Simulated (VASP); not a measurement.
**Re: single point with LDA**

Crystal: Re.

```
Re
1.0
     2.73919    0.00000    0.00000
    -1.36959    2.37221    0.00000
     0.00000    0.00000    4.41187
Re
2
Direct
  0.33333 0.66667 0.25000
  0.66667 0.33333 0.75000
```

| Property | Result |
| --- | --- |
| Program | VASP 6.6.1 |
| Task | single point |
| Functional | LDA |
| Potentials or basis | VASP PAW LDA potentials, release 64 (Re_sv_GW) |
| Cutoff | 560 eV |
| k mesh | 19 × 19 × 10 |
| Occupations | fermi-dirac, width 0.1 eV |
| Spin | no spin polarisation |

The pressure is 0.0 GPa and the band gap on the k mesh is zero (bands 15 and 16 overlap by 3.37 eV).

Stress tensor (GPa, compression positive):
```
-0.03  0.00  0.00
 0.00 -0.03  0.00
 0.00  0.00  0.09
```

Levels at points of the mesh, in eV from the Fermi level:
```
           k point  band 13  band 14  band 15  band 16  band 17  band 18
(0.00, 0.00, 0.00)    -1.63    -0.79    -0.79     0.14     0.14     0.84
(0.00, 0.00, 0.50)    -1.81    -1.81    -1.81    -1.81     2.63     2.63
```

Wall time 98 s on 1 thread of AMD EPYC 7R13 Processor (Zen 3), on a shared host, peak memory 0.22 GiB.

Caveat: spin-orbit coupling is left out, which moves the levels of the heavy elements.
